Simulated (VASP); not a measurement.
Here is a VASP 6.6.1 calculation.

The input INCAR:

```
SYSTEM = AgCl
PREC = Accurate
ENCUT = 520
EDIFF = 1E-7
ISMEAR = 0
SIGMA = 0.01
LREAL = .False.
LASPH = .True.
NELM = 150
ALGO = Normal
ISIF = 2
LWAVE = .False.
LCHARG = .False.
MAGMOM = 0 0 0 0 0 0
LORBIT = 11
LSORBIT = .True.
GGA_COMPAT = .False.
LORBMOM = .True.
LMAXMIX = 4
GGA = CA
NBANDS = 30
```

Contents of KPOINTS:

```
Automatic mesh
0
Gamma
  8 8 8
  0 0 0
```

POSCAR

```
AgCl
1.0
    0.0133853159      2.6837558343      2.6837558343
    2.6837558343      0.0133853159      2.6837558343
    2.6837558343      2.6837558343      0.0133853159
Ag Cl
1 1
Direct
    0.0000000000      0.0000000000      0.0000000000
    0.5000000000      0.5000000000      0.5000000000
```

Potentials or basis: VASP PAW LDA potentials, release 64 (Ag, Cl).

Command:

```bash
$ cat potpaw_LDA.64/Ag/POTCAR potpaw_LDA.64/Cl/POTCAR > POTCAR
$ mpirun -np 1 vasp_ncl > vasp.out
```

Question: Predict the pressure.

Answer: 0.0 GPa.

Question: Predict the net moment.

Answer: 0.00 μB per cell.

Moments on the atoms (μB; x, y, z):
```
Ag  0.00 0.00 0.00
Cl  0.00 0.00 0.00
```

Caveat: the cell differs from its parent crystal (equal xy, yz and zx engineering shears of +0.5 %).
